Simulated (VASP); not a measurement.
Input of a VASP 6.6.1 run:

The input INCAR:

```
ALGO     = Normal         # electronic algorithm
EDIFF    = 1E-7           # SCF threshold, eV
ENCUT    = 520            # plane-wave cutoff, eV
GGA      = PS             # functional
ISIF     = 2              # what is computed and relaxed
ISMEAR   = -1             # smearing method
LASPH    = T              # aspherical terms in the spheres
LCHARG   = F              # write CHGCAR
LREAL    = F              # projectors in reciprocal space
LWAVE    = F              # write WAVECAR
NBANDS   = 19             # bands
NELM     = 60             # most SCF steps
PREC     = Accurate       # precision mode
SIGMA    = 0.05           # smearing width, eV
```

The input KPOINTS:

```
k-points
0
Gamma
  9 9 5
```

The input POSCAR:

```
Hg
1.0
    3.4618096384      0.0000000000      0.0000000000
   -1.7309048192      2.9980150899      0.0000000000
    0.0000000000      0.0000000000      5.4875482800
Hg
2
Direct
    0.3333333333      0.6666666667      0.2500000000
    0.6666666667      0.3333333333      0.7500000000
```

Potentials or basis: VASP PAW PBE potentials, release 64 (Hg).

Run with:

```console
$ cat potpaw_PBE.64/Hg/POTCAR > POTCAR
$ mpirun -np 1 vasp_std > vasp.out
```

Predict the pressure.

-2.4 GPa.

Predict the band gap on the k mesh.

zero (bands 12 and 13 overlap by 0.37 eV).

Stress tensor (GPa, compression positive):
```
-2.42  0.00  0.00
 0.00 -2.42  0.00
 0.00  0.00 -2.29
```

Caveat: the PAW data sets were made with another functional, which shifts forces and pressure a little; spin-orbit coupling is left out, which moves the levels of the heavy elements.
